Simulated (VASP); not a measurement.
# CdS (I-4m2) in VASP: a series of runs

CdS is run at these levels: r2SCAN; tasks: single point.

All numbers are computed with VASP 6.6.1; they aren't measurements. Logs are shortened: lines on timing, memory, paths and dates and some standing lists are left out, and cuts for length are marked.

## Step 1: The cell of the first run

The structure is tetragonal, space group I-4m2 (No. 119). Conventional cell: a = 3.771 Å, b = 3.771 Å, c = 6.932 Å, α = 90.00°, β = 90.00°, γ = 90.00°. Within 3.4 Å of Cd (site symmetry -4m2) lie 4 S at 2.56 Å. S (site symmetry -4m2) has 4 Cd at 2.56 Å within 3.4 Å.

## Step 2: Single point, r2SCAN

Input file POSCAR:

```
CdS
1.0
    0.0000000000      2.6663175518      3.4662128173
    2.6663175518      0.0000000000      3.4662128173
    2.6663175518      2.6663175518      0.0000000000
Cd S
1 1
Direct
    0.0000000000      0.0000000000      0.0000000000
    0.7500000000      0.7500000000      0.7500000000
```

Input file INCAR.step1:

```
SYSTEM = CdS
PREC = Accurate
ENCUT = 520
ISMEAR = 0
SIGMA = 0.05
LREAL = .False.
LASPH = .True.
NELM = 80
NBANDS = 16
GGA = PE
ALGO = Normal
EDIFF = 1E-4
LWAVE = .True.
LCHARG = .False.
```

Input file INCAR.step2:

```
SYSTEM = CdS
PREC = Accurate
ENCUT = 520
EDIFF = 1E-6
ISMEAR = 0
SIGMA = 0.05
LREAL = .False.
LASPH = .True.
NELM = 80
ALGO = Normal
ISIF = 2
LWAVE = .False.
LCHARG = .False.
METAGGA = R2SCAN
LMIXTAU = .True.
NBANDS = 16
ISTART = 1
```

Input file KPOINTS:

```
Automatic mesh
0
Gamma
  10 10 10
  0 0 0
```

Potentials or basis: VASP PAW PBE potentials, release 64 (Cd, S).

Started as:

```console
> cat potpaw_PBE.64/Cd/POTCAR potpaw_PBE.64/S/POTCAR > POTCAR
> cp INCAR.step1 INCAR
> mpirun -np 1 vasp_std > vasp.out
> cp INCAR.step2 INCAR
> mpirun -np 1 vasp_std > vasp.out
```

OUTCAR:

```text
SYSTEM = CdS
   PREC = Accurate
   ENCUT = 520
   EDIFF = 1E-6
   ISMEAR = 0
   LREAL = .False.
   LASPH = .True.
   NELM = 80
   ISIF = 2
   METAGGA = R2SCAN
   ISTART = 1

 ion  position               nearest neighbor table
   1  0.000  0.000  0.000-   2 2.56   2 2.56   2 2.56   2 2.56
   2  0.750  0.750  0.750-   1 2.56   1 2.56   1 2.56   1 2.56

  LATTYP: Found a body centered tetragonal cell.
 ALAT       =     3.7707424433
 C/A-ratio  =     1.8384776311

  Lattice vectors:

 A1 = (  -2.6663175518,   0.0000000000,   3.4662128173)
 A2 = (   2.6663175518,   0.0000000000,   3.4662128173)
 A3 = (   0.0000000000,   2.6663175518,  -3.4662128173)

Analysis of symmetry for initial positions (statically):
=====================================================================
 Subroutine PRICEL returns:
 Original cell was already a primitive cell.

 Routine SETGRP: Setting up the symmetry group for a
 body centered tetragonal supercell.

 Subroutine GETGRP returns: Found  8 space group operations
 (whereof  8 operations were pure point group operations)
 out of a pool of 16 trial point group operations.

The static configuration has the point symmetry D_2d.

Analysis of symmetry for dynamics (positions and initial velocities):
=====================================================================
 Subroutine PRICEL returns:
 Original cell was already a primitive cell.

 Routine SETGRP: Setting up the symmetry group for a
 body centered tetragonal supercell.

 Subroutine GETGRP returns: Found  8 space group operations
 (whereof  8 operations were pure point group operations)
 out of a pool of 16 trial point group operations.

The dynamic configuration has the point symmetry D_2d.

 Subroutine INISYM returns: Found  8 space group operations
 (whereof  8 operations are pure point group operations),
 and found     1 'primitive' translations

----------------------------------------------------------------------------------------

                                     Primitive cell

  volume of cell :      49.2843

  direct lattice vectors                    reciprocal lattice vectors
     0.000000000  2.666317552  3.466212817    -0.187524550  0.187524550  0.144249654
     2.666317552  0.000000000  3.466212817     0.187524550 -0.187524550  0.144249654
     2.666317552  2.666317552  0.000000000     0.187524550  0.187524550 -0.144249654

[... 76 lines left out ...]
   ICHARG =      0    charge: 1-file 2-atom 10-const
   ISPIN  =      1    spin polarized calculation?
   LNONCOLLINEAR =      F non collinear calculations
   LSORBIT =      F    spin-orbit coupling
   LASPH  =      T    aspherical Exc in radial PAW
   ENCUT  =  520.0 eV  38.22 Ry    6.18 a.u.   8.13  8.13  7.01*2*pi/ulx,y,z
   NELM   =     80;   NELMIN=  2; NELMDL=  0     # of ELM steps
   EDIFF  = 0.1E-05   stopping-criterion for ELM
   LREAL  =      F    real-space projection
   EDIFFG = 0.1E-04   stopping-criterion for IOM
   NSW    =      0    number of steps for IOM
   IBRION =     -1    ionic relax: 0-MD 1-quasi-New 2-CG
   NFREE  =      0    steps in history (QN), initial steepest desc. (CG)
   ISIF   =      2    stress and relaxation
   ISYM   =      2    0-nonsym 1-usesym 2-fastsym
   POTIM  = 0.5000    time-step for ionic-motion
   TEBEG  =    0.0;   TEEND  =   0.0 temperature during run
   PSTRESS=    0.0 pullay stress
   NELECT =      18.0000    total number of electrons
   NUPDOWN=      -1.0000    fix difference up-down
   EMIN   =  10.00;   EMAX   =-10.00  energy-range for DOS
   EFERMI =   0.00;   METHOD = LEGACY
   ISMEAR =     0;   SIGMA  =   0.05  broadening in eV -4-tet -1-fermi 0-gaus
   EFERMI_NEDOS =   21; number of points for ismear=-14 and -15
   IALGO  =     38    algorithm
   IMIX   =      4    mixing-type and parameters
     AMIX     =   0.40;   BMIX     =  1.00
     AMIX_MAG =   1.60;   BMIX_MAG =  1.00
  volume/ion in A,a.u.               =      24.64       166.29
  Fermi-wavevector in a.u.,A,eV,Ry     =   1.170207  2.211371 18.631605  1.369384
  Thomas-Fermi vector in A             =   2.306669
   LORBIT       =      0    0 simple, 1 ext, 2 COOP (PROOUT), +10 PAW based schemes
   METAGGA = R2SCAN    functional components
   LHFCALC =     F    Hartree Fock is set to
   AEXX    =    0.0000 exact exchange contribution
   IVDW    =     0    specifies the selected vdW correction
   LEPSILON=     F    determine dielectric tensor
   LRPA    =     F    only Hartree local field effects (RPA)
 non-spin polarized calculation
 Gauss-broadening in eV      SIGMA  =   0.05
  energy-cutoff  :      520.00
  volume of cell :       49.28
 maximum number of plane-waves:      1341
 NGX is ok and might be reduce to    36

 number of electron      18.0000002 magnetization

 Free energy of the ion-electron system (eV)
  ---------------------------------------------------
  ext. energy  EPLUGINS =         0.00000000
  ---------------------------------------------------
  free energy    TOTEN  =       -29.48230430 eV

  energy without entropy =      -29.48230430  energy(sigma->0) =      -29.48230430

 E-fermi :   1.7028     XC(G=0):  -9.8085

 val. band max:        1.4288212324   @ k =   0.0000   0.0000   0.0000
 cond. band min:       2.3783097316   @ k =   0.0000   0.0000   0.0000
 fundamental gap:      0.9494884991
 Fermi energy:         1.7028017556

 k-point     1 :       0.0000    0.0000    0.0000
  band No.  band energies     occupation
      1     -11.6732      2.00000
      2      -7.0137      2.00000
      3      -6.7821      2.00000
      4      -6.7821      2.00000
      5      -6.4767      2.00000
      6      -6.4093      2.00000
[... 433 lines left out ...]
      3      -6.5883      2.00000
      4      -6.5440      2.00000
      5      -6.4825      2.00000
      6      -6.3962      2.00000
[... 8 lines left out ...]
     15      15.0339      0.00000
     16      15.7193      0.00000

 [... further k-points ...]
[... 5 lines left out ...]
  --------------------------------------------------------------------------------------
  -------------------------------------------------------------------------------------
  Total        0.9958211      0.9958211     -1.7481718      0.0000000      0.0000000      0.0000000
  in kB       32.3729994     32.3729994    -56.8310570      0.0000000      0.0000000      0.0000000
  external PRESSURE =       2.6383140 kB  Pullay stress =       0.0000000 kB

 VOLUME and BASIS-vectors are now :
 -----------------------------------------------------------------------------
  energy-cutoff  :      520.00
  volume of cell :       49.28
      direct lattice vectors                 reciprocal lattice vectors
     0.000000000  2.666317552  3.466212817    -0.187524550  0.187524550  0.144249654
     2.666317552  0.000000000  3.466212817     0.187524550 -0.187524550  0.144249654
     2.666317552  2.666317552  0.000000000     0.187524550  0.187524550 -0.144249654

 POSITION                                       TOTAL-FORCE (eV/Angst)
 -----------------------------------------------------------------------------------
      0.00000      0.00000      0.00000         0.000000      0.000000      0.000000
      3.99948      3.99948      5.19932        -0.000000     -0.000000     -0.000000
 -----------------------------------------------------------------------------------
    total drift:                               -0.000036     -0.000036     -0.000038

  FREE ENERGIE OF THE ION-ELECTRON SYSTEM (eV)
  ---------------------------------------------------
  free  energy   TOTEN  =       -29.4823042989 eV

  energy  without entropy=      -29.4823042989  energy(sigma->0) =      -29.48230430
```

Wall time 5.3 min (1 thread of Intel Xeon 8259CL, shared host); peak memory 0.25 GiB.

What came out:

- Free energy: -29.4823 eV
- Pressure: 0.3 GPa
- Band gap on the k mesh: 0.95 eV

Stress tensor (GPa, compression positive):
```
 3.24  0.00  0.00
 0.00  3.24  0.00
 0.00  0.00 -5.68
```

Levels at points of the mesh, in eV from the valence-band top:
```
           k point  band 6  band 7  band 8  band 9  band 10  band 11  band 12  band 13
(0.00, 0.00, 0.00)   -7.84   -1.24    0.00    0.00     0.95     7.12     7.12     7.15
(0.50, 0.00, 0.00)   -7.53   -4.61   -1.68   -0.40     2.43     6.95     7.78     8.47
(0.50, 0.50, 0.00)   -7.81   -5.27   -1.36   -1.36     4.51     5.67     7.88    11.57
(0.50, 0.00, 0.50)   -7.30   -3.61   -2.59   -2.19     3.26     3.79     8.88     9.83
```

Caveat: the stress differs along the axes, from -6 to 3 GPa; the PAW data sets were made with another functional, which shifts forces and pressure a little.

## Step 3: Single point, r2SCAN

This run uses another cell than the first one, of the same volume but with other edges.

Input file POSCAR:

```
CdS
1.0
    0.0000000000      2.9920146331      2.7526534624
    2.9920146331      0.0000000000      2.7526534624
    2.9920146331      2.9920146331      0.0000000000
Cd S
1 1
Direct
    0.0000000000      0.0000000000      0.0000000000
    0.7500000000      0.7500000000      0.7500000000
```

Input file INCAR.step1:

```
PREC = Accurate
ENCUT = 520
ISMEAR = 0
SIGMA = 0.05
LREAL = F
LASPH = T
NELM = 80
NBANDS = 16
GGA = PE
ALGO = Normal
EDIFF = 1E-4
LWAVE = T
LCHARG = F
```

Input file INCAR.step2:

```
PREC = Accurate
ENCUT = 520
EDIFF = 1E-6
ISMEAR = 0
SIGMA = 0.05
LREAL = F
LASPH = T
NELM = 80
ALGO = Normal
ISIF = 2
LWAVE = F
LCHARG = F
METAGGA = R2SCAN
LMIXTAU = T
NBANDS = 16
ISTART = 1
```

Input file KPOINTS:

```
regular mesh
0
Gamma
  10 10 10
```

Potentials or basis: VASP PAW PBE potentials, release 64 (Cd, S).

Started as:

```console
> cat potpaw_PBE.64/Cd/POTCAR potpaw_PBE.64/S/POTCAR > POTCAR
> cp INCAR.step1 INCAR
> mpirun -np 1 vasp_std > vasp.out
> cp INCAR.step2 INCAR
> mpirun -np 1 vasp_std > vasp.out
```

OUTCAR:

```text
PREC = Accurate
   ENCUT = 520
   EDIFF = 1E-6
   ISMEAR = 0
   LREAL = F
   LASPH = T
   NELM = 80
   ISIF = 2
   METAGGA = R2SCAN
   ISTART = 1

 ion  position               nearest neighbor table
   1  0.000  0.000  0.000-   2 2.52   2 2.52   2 2.52   2 2.52
   2  0.750  0.750  0.750-   1 2.52   1 2.52   1 2.52   1 2.52

  LATTYP: Found a body centered tetragonal cell.
 ALAT       =     4.2313476729
 C/A-ratio  =     1.3010764774

  Lattice vectors:

 A1 = (   0.0000000000,  -2.9920146331,  -2.7526534624)
 A2 = (   0.0000000000,   2.9920146331,  -2.7526534624)
 A3 = (   2.9920146331,   0.0000000000,   2.7526534624)

Analysis of symmetry for initial positions (statically):
=====================================================================
 Subroutine PRICEL returns:
 Original cell was already a primitive cell.

 Routine SETGRP: Setting up the symmetry group for a
 body centered tetragonal supercell.

 Subroutine GETGRP returns: Found  8 space group operations
 (whereof  8 operations were pure point group operations)
 out of a pool of 16 trial point group operations.

The static configuration has the point symmetry D_2d.

Analysis of symmetry for dynamics (positions and initial velocities):
=====================================================================
 Subroutine PRICEL returns:
 Original cell was already a primitive cell.

 Routine SETGRP: Setting up the symmetry group for a
 body centered tetragonal supercell.

 Subroutine GETGRP returns: Found  8 space group operations
 (whereof  8 operations were pure point group operations)
 out of a pool of 16 trial point group operations.

The dynamic configuration has the point symmetry D_2d.

 Subroutine INISYM returns: Found  8 space group operations
 (whereof  8 operations are pure point group operations),
[... 105 lines left out ...]
   TEBEG  =    0.0;   TEEND  =   0.0 temperature during run
   PSTRESS=    0.0 pullay stress
   NELECT =      18.0000    total number of electrons
   NUPDOWN=      -1.0000    fix difference up-down
   EMIN   =  10.00;   EMAX   =-10.00  energy-range for DOS
   EFERMI =   0.00;   METHOD = LEGACY
   ISMEAR =     0;   SIGMA  =   0.05  broadening in eV -4-tet -1-fermi 0-gaus
   EFERMI_NEDOS =   21; number of points for ismear=-14 and -15
   IALGO  =     38    algorithm
   IMIX   =      4    mixing-type and parameters
     AMIX     =   0.40;   BMIX     =  1.00
     AMIX_MAG =   1.60;   BMIX_MAG =  1.00
  volume/ion in A,a.u.               =      24.64       166.29
  Fermi-wavevector in a.u.,A,eV,Ry     =   1.170207  2.211371 18.631605  1.369384
  Thomas-Fermi vector in A             =   2.306669
   LORBIT       =      0    0 simple, 1 ext, 2 COOP (PROOUT), +10 PAW based schemes
   METAGGA = R2SCAN    functional components
   LHFCALC =     F    Hartree Fock is set to
   AEXX    =    0.0000 exact exchange contribution
   IVDW    =     0    specifies the selected vdW correction
   LEPSILON=     F    determine dielectric tensor
   LRPA    =     F    only Hartree local field effects (RPA)
 non-spin polarized calculation
 Gauss-broadening in eV      SIGMA  =   0.05
  energy-cutoff  :      520.00
  volume of cell :       49.28
 maximum number of plane-waves:      1363
   NGX = 15   NGY = 15   NGZ = 15

 number of electron      18.0000005 magnetization

 Free energy of the ion-electron system (eV)
  ---------------------------------------------------
  ext. energy  EPLUGINS =         0.00000000
  ---------------------------------------------------
  free energy    TOTEN  =       -29.66459681 eV

  energy without entropy =      -29.66459681  energy(sigma->0) =      -29.66459681

 E-fermi :   1.4623     XC(G=0):  -9.7718

 val. band max:        1.2389688658   @ k =   0.0000   0.0000   0.0000
 cond. band min:       2.6994139871   @ k =   0.0000   0.0000   0.0000
 fundamental gap:      1.4604451212
 Fermi energy:         1.4623087835

 k-point     1 :       0.0000    0.0000    0.0000
  band No.  band energies     occupation
      1     -11.7985      2.00000
      2      -6.8920      2.00000
      3      -6.8920      2.00000
      4      -6.8470      2.00000
      5      -6.3807      2.00000
      6      -6.3489      2.00000
[... 433 lines left out ...]
      3      -6.6174      2.00000
      4      -6.5826      2.00000
      5      -6.2870      2.00000
      6      -6.0805      2.00000
[... 8 lines left out ...]
     15      13.8640      0.00000
     16      16.3816      0.00000

 [... further k-points ...]
[... 5 lines left out ...]
  --------------------------------------------------------------------------------------
  -------------------------------------------------------------------------------------
  Total        0.5220258      0.5220258      0.8406184      0.0000000     -0.0000000     -0.0000000
  in kB       16.9704599     16.9704599     27.3275382      0.0000000     -0.0000000     -0.0000000
  external PRESSURE =      20.4228194 kB  Pullay stress =       0.0000000 kB

 VOLUME and BASIS-vectors are now :
 -----------------------------------------------------------------------------
  energy-cutoff  :      520.00
  volume of cell :       49.28
      direct lattice vectors                 reciprocal lattice vectors
     0.000000000  2.992014633  2.752653462    -0.167111482  0.167111482  0.181642915
     2.992014633  0.000000000  2.752653462     0.167111482 -0.167111482  0.181642915
     2.992014633  2.992014633  0.000000000     0.167111482  0.167111482 -0.181642915

 POSITION                                       TOTAL-FORCE (eV/Angst)
 -----------------------------------------------------------------------------------
      0.00000      0.00000      0.00000         0.000000      0.000000     -0.000000
      4.48802      4.48802      4.12898        -0.000000     -0.000000      0.000000
 -----------------------------------------------------------------------------------
    total drift:                                0.000047      0.000047      0.000060

  FREE ENERGIE OF THE ION-ELECTRON SYSTEM (eV)
  ---------------------------------------------------
  free  energy   TOTEN  =       -29.6645968136 eV

  energy  without entropy=      -29.6645968136  energy(sigma->0) =      -29.66459681
```

OUTCAR.step1:

```text
PREC = Accurate
   ENCUT = 520
   ISMEAR = 0
   LREAL = F
   LASPH = T
[... 677 lines left out ...]
 -----------------------------------------------------------------------------------
      0.00000      0.00000      0.00000        -0.000000     -0.000000     -0.000000
      4.48802      4.48802      4.12898         0.000000      0.000000      0.000000
 -----------------------------------------------------------------------------------
    total drift:                               -0.000001     -0.000001     -0.000003

  FREE ENERGIE OF THE ION-ELECTRON SYSTEM (eV)
  ---------------------------------------------------
  free  energy   TOTEN  =        -6.1048098216 eV

  energy  without entropy=       -6.1048098216  energy(sigma->0) =       -6.10480982
```

Run time: 4.9 min. Hardware: 1 thread of Intel Xeon 8259CL, shared host; peak memory 0.23 GiB.

What came out:

| Quantity | Value |
| --- | --- |
| Free energy | -29.6646 eV |
| Pressure | 2.0 GPa |
| Band gap on the k mesh | 1.46 eV |

Stress tensor (GPa, compression positive):
```
1.70 0.00 0.00
0.00 1.70 0.00
0.00 0.00 2.73
```

Levels at points of the mesh, in eV from the valence-band top:
```csv
k point,band 5,band 6,band 7,band 8,band 9,band 10,band 11,band 12,band 13,band 14
"(0.00, 0.00, 0.00)",-7.62,-7.59,-0.22,-0.22,0.00,1.46,6.98,6.98,6.99,11.32
"(0.50, 0.00, 0.00)",-7.55,-7.22,-4.62,-1.07,-0.75,3.29,7.03,7.67,7.94,11.39
"(0.50, 0.50, 0.00)",-7.50,-7.03,-3.79,-2.30,-2.30,3.52,4.12,10.30,11.30,11.30
"(0.50, 0.00, 0.50)",-7.53,-7.21,-4.29,-2.02,-1.86,3.82,4.90,9.37,10.94,11.83
```

Caveat: the PAW data sets were made with another functional, which shifts forces and pressure a little.

(Part 1 of 2 ends here.)
